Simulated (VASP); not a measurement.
# Si (P6_3/mmc) in VASP: further runs

Runs on Si. Level: PBE. Tasks: single point, relaxation of shape and atoms at fixed volume.

All numbers are computed with VASP 6.6.1; they aren't measurements. Logs are shortened: lines on timing, memory, paths and dates and some standing lists are left out, and cuts for length are marked.

## (1) The cell of the first run

The structure is hexagonal, space group P6_3/mmc (No. 194). Conventional cell: a = 2.714 Å, b = 2.714 Å, c = 4.499 Å, α = 90.00°, β = 90.00°, γ = 120.00°. Si (site symmetry -6m2) has 12 Si at 2.71 to 2.74 Å within 3.6 Å.

## (2) Single point, PBE

The input, INCAR:

```
SYSTEM = Si
  PREC = Accurate
  ENCUT = 520
  EDIFF = 1E-6
  ISMEAR = -1
  SIGMA = 0.08
  LREAL = .False.
  LASPH = .True.
  NELM = 100
  ALGO = Normal
  ISIF = 2
  LWAVE = .False.
  LCHARG = .False.
  GGA = PE
  NBANDS = 11
```

The input, KPOINTS:

```
Automatic mesh
0
Gamma
  17 17 9
  0 0 0
```

The input, POSCAR:

```
Si
1.0
    2.7139612755      0.0000000000      0.0000000000
   -1.3569806378      2.3503594094      0.0000000000
    0.0000000000      0.0000000000      4.4990845859
Si
2
Direct
    0.3333333333      0.6666666667      0.2500000000
    0.6666666667      0.3333333333      0.7500000000
```

Potentials or basis: VASP PAW PBE potentials, release 64 (Si).

On the command line:

```
cat potpaw_PBE.64/Si/POTCAR > POTCAR
mpirun -np 1 vasp_std > vasp.out
```

OUTCAR:

```text
SYSTEM = Si
   PREC = Accurate
   ENCUT = 520
   EDIFF = 1E-6
   ISMEAR = -1
   LREAL = .False.
   LASPH = .True.
   NELM = 100
   ISIF = 2
   GGA = PE

 ion  position               nearest neighbor table
   1  0.333  0.667  0.250-   2 2.74   2 2.74   2 2.74   2 2.74   2 2.74   2 2.74
   2  0.667  0.333  0.750-   1 2.74   1 2.74   1 2.74   1 2.74   1 2.74   1 2.74

  LATTYP: Found a hexagonal cell.
 ALAT       =     2.7139612755
 C/A-ratio  =     1.6577556307

  Lattice vectors:

 A1 = (   2.7139612755,   0.0000000000,   0.0000000000)
 A2 = (  -1.3569806378,   2.3503594094,   0.0000000000)
 A3 = (   0.0000000000,   0.0000000000,   4.4990845859)

Analysis of symmetry for initial positions (statically):
=====================================================================
 Subroutine PRICEL returns:
 Original cell was already a primitive cell.

 Routine SETGRP: Setting up the symmetry group for a
 hexagonal supercell.

 Subroutine GETGRP returns: Found 24 space group operations
 (whereof 12 operations were pure point group operations)
 out of a pool of 24 trial point group operations.

The static configuration has the point symmetry D_3d.
 The point group associated with its full space group is D_6h.

Analysis of symmetry for dynamics (positions and initial velocities):
=====================================================================
 Subroutine PRICEL returns:
 Original cell was already a primitive cell.

 Routine SETGRP: Setting up the symmetry group for a
 hexagonal supercell.

 Subroutine GETGRP returns: Found 24 space group operations
 (whereof 12 operations were pure point group operations)
 out of a pool of 24 trial point group operations.

The dynamic configuration has the point symmetry D_3d.
 The point group associated with its full space group is D_6h.

 Subroutine INISYM returns: Found 24 space group operations
 (whereof 12 operations are pure point group operations),
 and found     1 'primitive' translations

----------------------------------------------------------------------------------------

                                     Primitive cell

  volume of cell :      28.6987

  direct lattice vectors                    reciprocal lattice vectors
     2.713961275  0.000000000  0.000000000     0.368465095  0.212733422  0.000000000
    -1.356980638  2.350359409  0.000000000     0.000000000  0.425466844  0.000000000
     0.000000000  0.000000000  4.499084586     0.000000000  0.000000000  0.222267437

  length of vectors
     2.713961275  2.713961275  4.499084586     0.425466844  0.425466844  0.222267437

  position of ions in fractional coordinates (direct lattice)
     0.333333333  0.666666667  0.250000000
     0.666666667  0.333333333  0.750000000

  ion indices of the primitive-cell ions
   primitive index   ion index
                 1           1
                 2           2

----------------------------------------------------------------------------------------

 KPOINTS: Automatic mesh

Automatic generation of k-mesh.
 Grid dimensions read from file:
 generate k-points for:   17   17    9

 Generating k-lattice:

  Cartesian coordinates                     Fractional coordinates (reciprocal lattice)
     0.021674417  0.012513731  0.000000000     0.058823529  0.000000000  0.000000000
     0.000000000  0.025027461  0.000000000     0.000000000  0.058823529  0.000000000
     0.000000000  0.000000000  0.024696382     0.000000000  0.000000000  0.111111111

  Length of vectors
     0.025027461  0.025027461  0.024696382

  Shift w.r.t. Gamma in fractional coordinates (k-lattice)
     0.000000000  0.000000000  0.000000000

 Subroutine IBZKPT returns following result:
 ===========================================

 Found    165 irreducible k-points:

 Following reciprocal coordinates:
            Coordinates               Weight
  0.000000  0.000000  0.000000      1.000000
  0.058824 -0.000000  0.000000      6.000000
  0.117647  0.000000  0.000000      6.000000
  0.176471 -0.000000  0.000000      6.000000
  0.235294  0.000000  0.000000      6.000000
  0.294118  0.000000  0.000000      6.000000
[... 16 lines left out ...]
  0.411765  0.117647  0.000000     12.000000
  0.176471  0.176471  0.000000      6.000000
 [... further k-points ...]
   k-points           NKPTS =    165   k-points in BZ     NKDIM =    165   number of bands    NBANDS=     11
   number of dos      NEDOS =    301   number of ions     NIONS =      2
   total plane-waves  NPLWV =  14400
   dimension x,y,z NGX =    20 NGY =   20 NGZ =   36
   dimension x,y,z NGXF=    40 NGYF=   40 NGZF=   72
   ions per type =               2
   NGX,Y,Z   is equivalent  to a cutoff of  12.25, 12.25, 13.30 a.u.
   NGXF,Y,Z  is equivalent  to a cutoff of  24.50, 24.50, 26.60 a.u.
 SYSTEM =  Si
   PREC   = accura    normal or accurate (medium, high low for compatibility)
   ISTART =      0    job   : 0-new  1-cont  2-samecut
   ICHARG =      2    charge: 1-file 2-atom 10-const
   ISPIN  =      1    spin polarized calculation?
   LNONCOLLINEAR =      F non collinear calculations
   LSORBIT =      F    spin-orbit coupling
   LASPH  =      T    aspherical Exc in radial PAW
   ENCUT  =  520.0 eV  38.22 Ry    6.18 a.u.   5.05  5.05  8.37*2*pi/ulx,y,z
   NELM   =    100;   NELMIN=  2; NELMDL= -5     # of ELM steps
   EDIFF  = 0.1E-05   stopping-criterion for ELM
   LREAL  =      F    real-space projection
   EDIFFG = 0.1E-04   stopping-criterion for IOM
   NSW    =      0    number of steps for IOM
   IBRION =     -1    ionic relax: 0-MD 1-quasi-New 2-CG
   NFREE  =      0    steps in history (QN), initial steepest desc. (CG)
   ISIF   =      2    stress and relaxation
   ISYM   =      2    0-nonsym 1-usesym 2-fastsym
   POTIM  = 0.5000    time-step for ionic-motion
   TEBEG  =    0.0;   TEEND  =   0.0 temperature during run
   PSTRESS=    0.0 pullay stress
   NELECT =       8.0000    total number of electrons
   NUPDOWN=      -1.0000    fix difference up-down
   EMIN   =  10.00;   EMAX   =-10.00  energy-range for DOS
   EFERMI =   0.00;   METHOD = LEGACY
   ISMEAR =    -1;   SIGMA  =   0.08  broadening in eV -4-tet -1-fermi 0-gaus
   EFERMI_NEDOS =   21; number of points for ismear=-14 and -15
   IALGO  =     38    algorithm
   IMIX   =      4    mixing-type and parameters
     AMIX     =   0.40;   BMIX     =  1.00
     AMIX_MAG =   1.60;   BMIX_MAG =  1.00
  volume/ion in A,a.u.               =      14.35        96.83
  Fermi-wavevector in a.u.,A,eV,Ry     =   1.069426  2.020922 15.560606  1.143672
  Thomas-Fermi vector in A             =   2.205105
   LORBIT       =      0    0 simple, 1 ext, 2 COOP (PROOUT), +10 PAW based schemes
   GGA     = PE    functional components
   LHFCALC =     F    Hartree Fock is set to
   AEXX    =    0.0000 exact exchange contribution
   IVDW    =     0    specifies the selected vdW correction
   LEPSILON=     F    determine dielectric tensor
   LRPA    =     F    only Hartree local field effects (RPA)
 non-spin polarized calculation
  energy-cutoff  :      520.00
  volume of cell :       28.70
 maximum number of plane-waves:       790
   NGX = 11   NGY = 11   NGZ = 17

 number of electron       8.0000000 magnetization

 Free energy of the ion-electron system (eV)
  ---------------------------------------------------
  ext. energy  EPLUGINS =         0.00000000
  ---------------------------------------------------
  free energy    TOTEN  =        -9.84269660 eV

  energy without entropy =       -9.82483499  energy(sigma->0) =       -9.83376579

 E-fermi :  10.2899     XC(G=0): -11.2292

 val. band max:       10.2673946630   @ k =   0.3529   0.1765   0.1111
 cond. band min:      10.2964919756   @ k =   0.1765   0.1765   0.3333
 fundamental gap:      0.0290973126
 Fermi energy:        10.2898940011

 k-point     1 :       0.0000    0.0000    0.0000
  band No.  band energies     occupation
      1      -4.2530      2.00000
      2       2.4300      2.00000
      3       3.2120      2.00000
      4      18.7137      0.00000
      5      18.7137      0.00000
      6      20.1238      0.00000
      7      20.1238      0.00000
      8      21.3009      0.00000
      9      21.5787      0.00000
     10      23.1031      0.00000
     11      24.0544      0.00000

 k-point     2 :       0.0588   -0.0000    0.0000
  band No.  band energies     occupation
      1      -4.1620      2.00000
      2       2.5199      2.00000
      3       3.2979      2.00000
      4      17.3582      0.00000
      5      18.0033      0.00000
      6      19.8311      0.00000
      7      20.8766      0.00000
      8      21.2173      0.00000
      9      22.2179      0.00000
     10      22.7366      0.00000
     11      23.4014      0.00000

 k-point     3 :       0.1176    0.0000    0.0000
  band No.  band energies     occupation
      1      -3.8892      2.00000
      2       2.7891      2.00000
      3       3.5553      2.00000
      4      15.1247      0.00000
      5      16.9854      0.00000
      6      19.0584      0.00000
      7      20.7351      0.00000
      8      20.8096      0.00000
      9      21.4653      0.00000
     10      22.9526      0.00000
     11      23.3419      0.00000

 k-point     4 :       0.1765   -0.0000    0.0000
  band No.  band energies     occupation
      1      -3.4355      2.00000
      2       3.2364      2.00000
      3       3.9837      2.00000
      4      12.8243      0.00000
      5      16.0629      0.00000
      6      18.1599      0.00000
      7      18.8225      0.00000
      8      19.3779      0.00000
      9      20.9680      0.00000
     10      22.9990      0.00000
     11      23.3595      0.00000
[... 239 lines left out ...]
 k-point    22 :       0.3529    0.1176    0.0000
  band No.  band energies     occupation
      1       0.4150      2.00000
      2       4.9494      2.00000
      3       7.0209      2.00000
      4       7.5883      2.00000
      5      10.7687      0.00502
      6      11.3678      0.00000
      7      12.1838      0.00000
      8      16.7048      0.00000
      9      18.3650      0.00000
     10      19.5469      0.00000
     11      25.0539      0.00000

 k-point    23 :       0.4118    0.1176    0.0000
  band No.  band energies     occupation
      1       1.7023      2.00000
      2       3.3374      2.00000
      3       8.2907      2.00000
      4       8.6622      2.00000
      5       9.7574      1.99743
      6      10.6385      0.02530
      7      10.7996      0.00342
      8      16.5528      0.00000
      9      18.1759      0.00000
     10      19.3926      0.00000
     11      24.9884      0.00000

 k-point    24 :       0.1765    0.1765    0.0000
  band No.  band energies     occupation
      1      -1.8111      2.00000
      2       4.8304      2.00000
      3       5.5175      2.00000
      4       9.8111      1.99498
      5      10.4125      0.35511
      6      16.0461      0.00000
      7      16.2150      0.00000
      8      16.2290      0.00000
      9      18.6486      0.00000
     10      22.3903      0.00000
     11      23.2383      0.00000

 [... further k-points ...]
[... 5 lines left out ...]
  --------------------------------------------------------------------------------------
  -------------------------------------------------------------------------------------
  Total       -0.0067421     -0.0067421     -0.0044504      0.0000000      0.0000000      0.0000000
  in kB       -0.3763933     -0.3763933     -0.2484560      0.0000000      0.0000000      0.0000000
  external PRESSURE =      -0.3337475 kB  Pullay stress =       0.0000000 kB

 VOLUME and BASIS-vectors are now :
 -----------------------------------------------------------------------------
  energy-cutoff  :      520.00
  volume of cell :       28.70
      direct lattice vectors                 reciprocal lattice vectors
     2.713961275  0.000000000  0.000000000     0.368465095  0.212733422  0.000000000
    -1.356980638  2.350359409  0.000000000     0.000000000  0.425466844  0.000000000
     0.000000000  0.000000000  4.499084586     0.000000000  0.000000000  0.222267437

 POSITION                                       TOTAL-FORCE (eV/Angst)
 -----------------------------------------------------------------------------------
     -0.00000      1.56691      1.12477        -0.000000     -0.000000      0.000000
      1.35698      0.78345      3.37431         0.000000      0.000000      0.000000
 -----------------------------------------------------------------------------------
    total drift:                                0.000000     -0.000000      0.000000

  FREE ENERGIE OF THE ION-ELECTRON SYSTEM (eV)
  ---------------------------------------------------
  free  energy   TOTEN  =        -9.8426966028 eV

  energy  without entropy=       -9.8248349868  energy(sigma->0) =       -9.83376579
```

Wall time 28 s (1 thread of AMD EPYC 7R43 (Zen 3), shared host); peak memory 0.13 GiB.

What came out:

```yaml
Free_energy: -9.8427 eV
Pressure: 0.0 GPa
Band_gap_on_the_k_mesh: zero (band 4 reaches 18.78 eV, above the bottom of band 5 at 6.88 eV)
```

Levels at points of the mesh, in eV from the Fermi level:
```tsv
k point	band 1	band 2	band 3	band 4	band 5	band 6	band 7	band 8
(0.00, 0.00, 0.00)	-14.54	-7.86	-7.08	8.42	8.42	9.83	9.83	11.01
```

## (3) Relaxation of shape and atoms at fixed volume, PBE

This run uses another cell than the first one, of 6.17 Å³/atom, 0.430 times its volume.

The input, INCAR:

```
SYSTEM = Si
PREC = Accurate
ENCUT = 600
EDIFF = 1E-6
ISMEAR = -1
SIGMA = 0.08
LREAL = .FALSE.
LASPH = .TRUE.
NELM = 60
ALGO = Normal
ISIF = 4
LWAVE = .FALSE.
LCHARG = .FALSE.
GGA = PE
IBRION = 2
NSW = 50
EDIFFG = -0.005
```

The input, KPOINTS:

```
regular mesh
0
G
  17 17 9
  0 0 0
```

The input, POSCAR:

```
Si
1.0
    2.0484551754      0.0000000000      0.0000000000
   -1.0242275877      1.7740142204      0.0000000000
    0.0000000000      0.0000000000      3.3958381013
Si
2
Direct
    0.3333333333      0.6666666667      0.2500000000
    0.6666666667      0.3333333333      0.7500000000
```

Potentials or basis: VASP PAW PBE potentials, release 64 (Si).

On the command line:

```
cat potpaw_PBE.64/Si/POTCAR > POTCAR
mpirun -np 1 vasp_std > vasp.out
```

It took 17 s on 1 thread of AMD EPYC 7R13 (Zen 3), shared host; peak memory 0.1 GiB.

It converged, with:

* Free energy: 1.7560 eV
* Energy gained by relaxing: 1.6 meV/atom
* Ionic steps: 4
* Pressure after relaxing: 477.9 GPa
* Band gap on the k mesh: zero (band 4 reaches 39.72 eV, above the bottom of band 5 at 22.16 eV)

The path:
| step | energy change (eV) | largest force (eV/Å) | pressure (GPa) | volume (Å³) |
| --- | --- | --- | --- | --- |
| 1 | 0.0000 | 0.0000 | 478.82 | 12.34 |
| 2 | 0.0005 | 0.0000 | 477.09 | 12.34 |
| 3 | -0.0032 | 0.0000 | 477.91 | 12.34 |
| 4 | -0.0032 | 0.0000 | 477.90 | 12.34 |

Final structure:
```
Si
1.0
     2.05589    0.00000    0.00000
    -1.02794    1.78045    0.00000
     0.00000    0.00000    3.37134
Si
2
Direct
  0.33333 0.66667 0.25000
  0.66667 0.33333 0.75000
```

Levels at points of the mesh, in eV from the Fermi level:
```tsv
k point	band 1	band 2	band 3	band 4	band 5	band 6	band 7	band 8
(0.00, 0.00, 0.00)	-24.14	-13.32	-10.90	14.26	14.26	15.31	16.19	16.19
```

## (4) Relaxation of shape and atoms at fixed volume, PBE

This run uses another cell than the first one, of 7.17 Å³/atom, 0.500 times its volume.

The input, INCAR:

```
ALGO = Normal
EDIFF = 1E-6
EDIFFG = -0.005
ENCUT = 600
GGA = PE
IBRION = 2
ISIF = 4
ISMEAR = -1
LASPH = T
LCHARG = F
LREAL = F
LWAVE = F
NELM = 60
NSW = 50
PREC = Accurate
SIGMA = 0.08
```

The input, KPOINTS:

```
k-points
0
Gamma
  17 17 9
```

The input, POSCAR:

```
Si
1.0
    2.1540724918      0.0000000000      0.0000000000
   -1.0770362459      1.8654814995      0.0000000000
    0.0000000000      0.0000000000      3.5709258022
Si
2
Direct
    0.3333333333      0.6666666667      0.2500000000
    0.6666666667      0.3333333333      0.7500000000
```

On the command line:

```
cat potpaw_PBE.64/Si/POTCAR > POTCAR
mpirun -np 1 vasp_std > vasp.out
```

It took 20 s on 1 thread of AMD EPYC 7R13 (Zen 3), shared host; peak memory 0.1 GiB.

Results (log left out):

* Free energy: -2.9331 eV
* Energy gained by relaxing: 0.1 meV/atom
* Ionic steps: 3
* Pressure after relaxing: 287.6 GPa
* Band gap on the k mesh: zero (band 4 reaches 35.78 eV, above the bottom of band 5 at 18.75 eV)

Step by step:
```csv
step,energy change (eV),largest force (eV/Å),pressure (GPa),volume (Å³)
1,0.0000,0.0000,287.56,14.35
2,-0.0002,0.0000,287.65,14.35
3,-0.0002,0.0000,287.63,14.35
```

Final structure:
```
Si
1.0
     2.15176    0.00000    0.00000
    -1.07588    1.86348    0.00000
     0.00000    0.00000    3.57859
Si
2
Cartesian
  0.0000 1.2423 0.8946
  1.0759 0.6212 2.6839
```

Levels at points of the mesh, in eV from the Fermi level:
```
           k point  band 1  band 2  band 3  band 4  band 5  band 6  band 7  band 8
(0.00, 0.00, 0.00)  -22.23  -12.29  -10.50   13.68   13.68   14.12   14.96   14.96
```

## (5) The runs side by side

```csv
task,cell,cutoff (eV),gap on the mesh (eV),pressure (GPa)
single point,"a = 2.714, b = 2.714, c = 4.499 Å, angles 90.0, 90.0, 120.0°, 2 atoms",520,none,0.0
relaxation of shape and atoms at fixed volume,"relaxed from a = 2.048, b = 2.048, c = 3.396 Å, angles 90.0, 90.0, 120.0°, 2 atoms",600,none,477.9
relaxation of shape and atoms at fixed volume,"relaxed from a = 2.154, b = 2.154, c = 3.571 Å, angles 90.0, 90.0, 120.0°, 2 atoms",600,none,287.6
```

Alike in all rows: level PBE; potentials or basis VASP PAW PBE potentials, release 64 (Si); no spin polarisation; k mesh 17 × 17 × 9; smearing fermi-dirac 0.08 eV.

Total energies depend on the potentials used, so only differences within one code and one set of settings carry meaning.
